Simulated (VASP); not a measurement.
# K (P6/mmm) in VASP: further runs

The runs below take K through single point, with PBE.

All numbers are computed with VASP 6.6.1; they aren't measurements. Logs are shortened: lines on timing, memory, paths and dates and some standing lists are left out, and cuts for length are marked.

## (1) The cell of the first run

Symmetry: P6/mmm, No. 191, hexagonal system. Conventional cell: a = 3.353 Å, b = 3.353 Å, c = 3.151 Å, α = 90.00°, β = 90.00°, γ = 120.00°. Within 4.1 Å of K (site symmetry 6/mmm) lie 8 K at 3.15 to 3.35 Å.

## (2) Single point, PBE

INCAR reads:

```
  PREC = Accurate
  ENCUT = 520
  EDIFF = 1E-6
  ISMEAR = -1
  SIGMA = 0.08
  LREAL = False
  LASPH = True
  NELM = 100
  ALGO = Normal
  ISIF = 2
  LWAVE = False
  LCHARG = True
  GGA = PE
  LELF = True
  LVHAR = True
  NBANDS = 10
```

KPOINTS reads:

```
regular mesh
0
Gamma
  10 10 9
```

POSCAR reads:

```
K
1.0
    3.3526116708      0.0000000000      0.0000000000
   -1.6763058354      2.9034468759      0.0000000000
    0.0000000000      0.0000000000      3.1514549706
K
1
Direct
    0.0000000000      0.0000000000      0.0000000000
```

Potentials or basis: VASP PAW PBE potentials, release 64 (K_sv).

Launch:

```console
$ cat potpaw_PBE.64/K_sv/POTCAR > POTCAR
$ mpirun -np 1 vasp_std > vasp.out
```

OUTCAR:

```text
PREC = Accurate
   ENCUT = 520
   EDIFF = 1E-6
   ISMEAR = -1
   LREAL = False
   LASPH = True
   NELM = 100
   ISIF = 2
   GGA = PE

 ion  position               nearest neighbor table
   1  0.000  0.000  0.000-

  LATTYP: Found a hexagonal cell.
 ALAT       =     3.3526116708
 C/A-ratio  =     0.9400000000

  Lattice vectors:

 A1 = (   3.3526116708,   0.0000000000,   0.0000000000)
 A2 = (  -1.6763058354,   2.9034468759,   0.0000000000)
 A3 = (   0.0000000000,   0.0000000000,   3.1514549706)

Analysis of symmetry for initial positions (statically):
[... 6 lines left out ...]

 Subroutine GETGRP returns: Found 24 space group operations
 (whereof 24 operations were pure point group operations)
 out of a pool of 24 trial point group operations.

The static configuration has the point symmetry D_6h.

Analysis of symmetry for dynamics (positions and initial velocities):
[... 6 lines left out ...]

 Subroutine GETGRP returns: Found 24 space group operations
 (whereof 24 operations were pure point group operations)
 out of a pool of 24 trial point group operations.

The dynamic configuration has the point symmetry D_6h.

 Subroutine INISYM returns: Found 24 space group operations
 (whereof 24 operations are pure point group operations),
 and found     1 'primitive' translations

----------------------------------------------------------------------------------------

                                     Primitive cell

  volume of cell :      30.6767

  direct lattice vectors                    reciprocal lattice vectors
     3.352611671  0.000000000  0.000000000     0.298274927  0.172209109  0.000000000
    -1.676305835  2.903446876  0.000000000     0.000000000  0.344418218  0.000000000
     0.000000000  0.000000000  3.151454971     0.000000000  0.000000000  0.317313752

  length of vectors
     3.352611671  3.352611671  3.151454971     0.344418218  0.344418218  0.317313752

  position of ions in fractional coordinates (direct lattice)
     0.000000000  0.000000000  0.000000000

  ion indices of the primitive-cell ions
   primitive index   ion index
                 1           1

----------------------------------------------------------------------------------------

 KPOINTS: regular mesh

Automatic generation of k-mesh.
 Grid dimensions read from file:
 generate k-points for:   10   10    9

 Generating k-lattice:

  Cartesian coordinates                     Fractional coordinates (reciprocal lattice)
     0.029827493  0.017220911  0.000000000     0.100000000  0.000000000  0.000000000
     0.000000000  0.034441822  0.000000000     0.000000000  0.100000000  0.000000000
     0.000000000  0.000000000  0.035257084     0.000000000  0.000000000  0.111111111

  Length of vectors
     0.034441822  0.034441822  0.035257084

  Shift w.r.t. Gamma in fractional coordinates (k-lattice)
     0.000000000  0.000000000  0.000000000

 Subroutine IBZKPT returns following result:
 ===========================================

 Found     70 irreducible k-points:

 Following reciprocal coordinates:
            Coordinates               Weight
  0.000000  0.000000  0.000000      1.000000
  0.100000  0.000000  0.000000      6.000000
  0.200000  0.000000  0.000000      6.000000
  0.300000  0.000000  0.000000      6.000000
  0.400000 -0.000000  0.000000      6.000000
  0.500000 -0.000000  0.000000      3.000000
[... 16 lines left out ...]
  0.300000  0.100000  0.111111     24.000000
  0.400000  0.100000  0.111111     24.000000
 [... further k-points ...]
   k-points           NKPTS =     70   k-points in BZ     NKDIM =     70   number of bands    NBANDS=     10
   number of dos      NEDOS =    301   number of ions     NIONS =      1
   total plane-waves  NPLWV =  18816
   dimension x,y,z NGX =    28 NGY =   28 NGZ =   24
   dimension x,y,z NGXF=    56 NGYF=   56 NGZF=   48
   ions per type =               1
   NGX,Y,Z   is equivalent  to a cutoff of  13.88, 13.88, 12.66 a.u.
   NGXF,Y,Z  is equivalent  to a cutoff of  27.77, 27.77, 25.32 a.u.
 SYSTEM =  unknown system
   PREC   = accura    normal or accurate (medium, high low for compatibility)
   ISTART =      0    job   : 0-new  1-cont  2-samecut
   ICHARG =      2    charge: 1-file 2-atom 10-const
   ISPIN  =      1    spin polarized calculation?
   LNONCOLLINEAR =      F non collinear calculations
   LSORBIT =      F    spin-orbit coupling
   LASPH  =      T    aspherical Exc in radial PAW
   ENCUT  =  520.0 eV  38.22 Ry    6.18 a.u.   6.23  6.23  5.86*2*pi/ulx,y,z
   NELM   =    100;   NELMIN=  2; NELMDL= -5     # of ELM steps
   EDIFF  = 0.1E-05   stopping-criterion for ELM
   LREAL  =      F    real-space projection
   EDIFFG = 0.1E-04   stopping-criterion for IOM
   NSW    =      0    number of steps for IOM
   IBRION =     -1    ionic relax: 0-MD 1-quasi-New 2-CG
   NFREE  =      0    steps in history (QN), initial steepest desc. (CG)
   ISIF   =      2    stress and relaxation
   ISYM   =      2    0-nonsym 1-usesym 2-fastsym
   POTIM  = 0.5000    time-step for ionic-motion
   TEBEG  =    0.0;   TEEND  =   0.0 temperature during run
   PSTRESS=    0.0 pullay stress
   NELECT =       9.0000    total number of electrons
   NUPDOWN=      -1.0000    fix difference up-down
   EMIN   =  10.00;   EMAX   =-10.00  energy-range for DOS
   EFERMI =   0.00;   METHOD = LEGACY
   ISMEAR =    -1;   SIGMA  =   0.08  broadening in eV -4-tet -1-fermi 0-gaus
   EFERMI_NEDOS =   21; number of points for ismear=-14 and -15
   IALGO  =     38    algorithm
   IMIX   =      4    mixing-type and parameters
     AMIX     =   0.40;   BMIX     =  1.00
     AMIX_MAG =   1.60;   BMIX_MAG =  1.00
  volume/ion in A,a.u.               =      30.68       207.02
  Fermi-wavevector in a.u.,A,eV,Ry     =   1.087810  2.055662 16.100181  1.183330
  Thomas-Fermi vector in A             =   2.223977
   LORBIT       =      0    0 simple, 1 ext, 2 COOP (PROOUT), +10 PAW based schemes
   GGA     = PE    functional components
   LHFCALC =     F    Hartree Fock is set to
   AEXX    =    0.0000 exact exchange contribution
   IVDW    =     0    specifies the selected vdW correction
   LEPSILON=     F    determine dielectric tensor
   LRPA    =     F    only Hartree local field effects (RPA)
 non-spin polarized calculation
  energy-cutoff  :      520.00
  volume of cell :       30.68
 maximum number of plane-waves:       851
 NGX is ok and might be reduce to    28
   NGX = 13   NGY = 13   NGZ = 11

 number of electron       9.0000000 magnetization

 Free energy of the ion-electron system (eV)
  ---------------------------------------------------
  ext. energy  EPLUGINS =         0.00000000
  ---------------------------------------------------
  free energy    TOTEN  =         0.05806418 eV

  energy without entropy =        0.08687428  energy(sigma->0) =        0.07246923

 E-fermi :   2.9238     XC(G=0):  -8.3013

 val. band max:        2.9138645432   @ k =   0.5000  -0.0000   0.0000
 cond. band min:       2.9357836711   @ k =   0.2000   0.2000   0.3333
 fundamental gap:      0.0219191279
 Fermi energy:         2.9237725274

 k-point     1 :       0.0000    0.0000    0.0000
  band No.  band energies     occupation
      1     -29.6219      2.00000
      2     -12.5827      2.00000
      3     -12.5827      2.00000
      4     -12.5010      2.00000
      5      -0.3557      2.00000
      6       5.4248      0.00000
      7       7.5099      0.00000
      8       7.5099      0.00000
      9      11.6786      0.00000
     10      11.6786      0.00000

 k-point     2 :       0.1000    0.0000    0.0000
  band No.  band energies     occupation
      1     -29.6061      2.00000
      2     -12.6981      2.00000
      3     -12.6058      2.00000
      4     -12.4890      2.00000
      5      -0.0970      2.00000
      6       5.5485      0.00000
      7       7.0185      0.00000
      8       7.7514      0.00000
      9      11.1409      0.00000
     10      11.6181      0.00000

 k-point     3 :       0.2000    0.0000    0.0000
  band No.  band energies     occupation
      1     -29.5643      2.00000
      2     -12.9877      2.00000
      3     -12.6655      2.00000
      4     -12.4574      2.00000
      5       0.6080      2.00000
      6       5.7764      0.00000
      7       6.1528      0.00000
      8       8.4523      0.00000
      9      10.2201      0.00000
     10      11.4651      0.00000

 k-point     4 :       0.3000    0.0000    0.0000
  band No.  band energies     occupation
      1     -29.5120      2.00000
      2     -13.3245      2.00000
      3     -12.7380      2.00000
      4     -12.4179      2.00000
      5       1.5746      2.00000
      6       5.1538      0.00000
      7       6.2278      0.00000
      8       9.4386      0.00000
      9       9.5390      0.00000
     10      11.2856      0.00000

 k-point     5 :       0.4000   -0.0000    0.0000
  band No.  band energies     occupation
      1     -29.4691      2.00000
      2     -13.5827      2.00000
      3     -12.7956      2.00000
      4     -12.3857      2.00000
      5       2.5056      1.98932
      6       4.6827      0.00000
      7       6.1759      0.00000
      8       8.9374      0.00000
      9      10.8624      0.00000
     10      11.1473      0.00000

 k-point     6 :       0.5000   -0.0000    0.0000
  band No.  band energies     occupation
      1     -29.4525      2.00000
      2     -13.6783      2.00000
      3     -12.8173      2.00000
      4     -12.3734      2.00000
      5       2.9139      1.06185
      6       4.6041      0.00000
      7       5.9782      0.00000
      8       8.7657      0.00000
      9      11.0959      0.00000
     10      11.8126      0.00000
[... 183 lines left out ...]
 k-point    21 :       0.1000    0.1000    0.1111
  band No.  band energies     occupation
      1     -29.5599      2.00000
      2     -12.8770      2.00000
      3     -12.6427      2.00000
      4     -12.6140      2.00000
      5       0.6257      2.00000
      6       5.9338      0.00000
      7       6.4310      0.00000
      8       8.2844      0.00000
      9       9.9655      0.00000
     10      10.9660      0.00000

 k-point    22 :       0.2000    0.1000    0.1111
  band No.  band energies     occupation
      1     -29.5132      2.00000
      2     -13.1638      2.00000
      3     -12.7291      2.00000
      4     -12.5737      2.00000
      5       1.4406      2.00000
      6       5.5595      0.00000
      7       6.3387      0.00000
      8       8.7845      0.00000
      9       9.5772      0.00000
     10      10.6675      0.00000

 k-point    23 :       0.3000    0.1000    0.1111
  band No.  band energies     occupation
      1     -29.4659      2.00000
      2     -13.4357      2.00000
      3     -12.8149      2.00000
      4     -12.5326      2.00000
      5       2.4028      1.99703
      6       4.8601      0.00000
      7       6.5556      0.00000
      8       8.6228      0.00000
      9      10.0880      0.00000
     10      10.7506      0.00000

 k-point    24 :       0.4000    0.1000    0.1111
  band No.  band energies     occupation
      1     -29.4363      2.00000
      2     -13.5976      2.00000
      3     -12.8671      2.00000
      4     -12.5070      2.00000
      5       3.1920      0.06757
      6       4.4257      0.00000
      7       6.3835      0.00000
      8       8.7241      0.00000
      9      10.0069      0.00000
     10      11.6992      0.00000

 [... further k-points ...]
[... 5 lines left out ...]
  --------------------------------------------------------------------------------------
  -------------------------------------------------------------------------------------
  Total        2.6756752      2.6756752      2.6223665      0.0000000      0.0000000      0.0000000
  in kB      139.7448264    139.7448264    136.9606238      0.0000000      0.0000000      0.0000000
  external PRESSURE =     138.8167589 kB  Pullay stress =       0.0000000 kB

 VOLUME and BASIS-vectors are now :
 -----------------------------------------------------------------------------
  energy-cutoff  :      520.00
  volume of cell :       30.68
      direct lattice vectors                 reciprocal lattice vectors
     3.352611671  0.000000000  0.000000000     0.298274927  0.172209109  0.000000000
    -1.676305835  2.903446876  0.000000000     0.000000000  0.344418218  0.000000000
     0.000000000  0.000000000  3.151454971     0.000000000  0.000000000  0.317313752

 POSITION                                       TOTAL-FORCE (eV/Angst)
 -----------------------------------------------------------------------------------
      0.00000      0.00000      0.00000         0.000000      0.000000      0.000000
 -----------------------------------------------------------------------------------
    total drift:                               -0.000000     -0.000000      0.000000

  FREE ENERGIE OF THE ION-ELECTRON SYSTEM (eV)
  ---------------------------------------------------
  free  energy   TOTEN  =         0.0580641828 eV

  energy  without entropy=        0.0868742787  energy(sigma->0) =        0.07246923
```

Run time: 33 s. Hardware: 1 thread of Intel Xeon 8259CL, shared host; peak memory 0.16 GiB.

What came out:

```yaml
Free_energy: 0.0581 eV
Pressure: 13.9 GPa
```

(Part 1 of 2 ends here.)
